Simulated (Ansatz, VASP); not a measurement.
CaO: VASP beside Ansatz

INCAR

```
SYSTEM = CaO
PREC     = Accurate       ! precision mode
ENCUT    = 520            ! plane-wave cutoff, eV
EDIFF    = 1E-7           ! SCF threshold, eV
ISMEAR   = 0              ! smearing method
SIGMA    = 0.05           ! smearing width, eV
LREAL    = .FALSE.        ! projectors in reciprocal space
LASPH    = .TRUE.         ! aspherical terms in the spheres
NELM     = 60             ! most SCF steps
ALGO     = Normal         ! electronic algorithm
ISIF     = 2              ! what is computed and relaxed
LWAVE    = .FALSE.        ! write WAVECAR
LCHARG   = .TRUE.         ! write CHGCAR
GGA      = PE             ! functional
LELF     = .TRUE.         ! ELF
LVHAR    = .TRUE.       
NBANDS   = 24             ! bands
```

The input KPOINTS:

```
Automatic mesh
0
G
  9 9 6
  0 0 0
```

POSCAR

```
CaO
1.0
    3.8042400726      0.0000000000      0.0000000000
   -1.9021200363      3.5491307126      0.0000000000
    0.0000000000      0.0000000000      4.9361256247
Ca O
2 2
Direct
    0.3333333333      0.6666666667      0.7500000000
    0.6666666667      0.3333333333      0.2500000000
    0.3333333333      0.6666666667      0.2500000000
    0.6666666667      0.3333333333      0.7500000000
```

Input for Ansatz:

```yaml
crystal:
  lattice:
    - [3.8042400726, 0.0, 0.0]
    - [-1.9021200363, 3.5491307126, 0.0]
    - [0.0, 0.0, 4.9361256247]
  atoms:
    - { symbol: Ca, position: [0.3333333333, 0.6666666667, 0.75] }
    - { symbol: Ca, position: [0.6666666667, 0.3333333333, 0.25] }
    - { symbol: O, position: [0.3333333333, 0.6666666667, 0.25] }
    - { symbol: O, position: [0.6666666667, 0.3333333333, 0.75] }
basis:
  ecutwfc: 520.0
kpoints:
  mp_grid: { grid: [9, 9, 6] }
hamiltonian:
  xc: pbe
scf:
  occupations: { method: gaussian, width: 0.05 }
output:
  forces: true
  stress: true
  eigenvalues: true
```

Change from the starting cell: strain +e along x and -e along y -0.0367, strain +e along z and -e/2 along x and y +0.0267.

Alike in both runs: task single point; functional PBE; k mesh 9 × 9 × 6; occupations gaussian, width 0.05 eV; no spin polarisation.

|  | VASP | Ansatz |
| --- | --- | --- |
| version | VASP 6.6.1 | Ansatz 0.2.0 |
| potentials or method | VASP PAW PBE potentials, release 64 (Ca_sv, O), cutoff 520 eV | scalar-relativistic, plane waves, PAW |
| valence electrons in the cell | 32 | 32 |

```tsv
	VASP	Ansatz	Ansatz less VASP
gap on the k mesh at the Fermi level (eV)	3.23	3.24	+0.012
least direct gap on the mesh (eV)	3.23	3.24	+0.012
pressure (GPa)	0.9	0.4	-0.48
traceless stress, the component that is largest in VASP (GPa)	4.79	4.65	-0.139
rms of the force components (eV/Å)	0.243	0.230	-0.0129
```

Atom by atom the forces differ by 0.013 eV/Å (rms over components). The functional is the same, so the differences come from potentials, cutoffs and numerics.
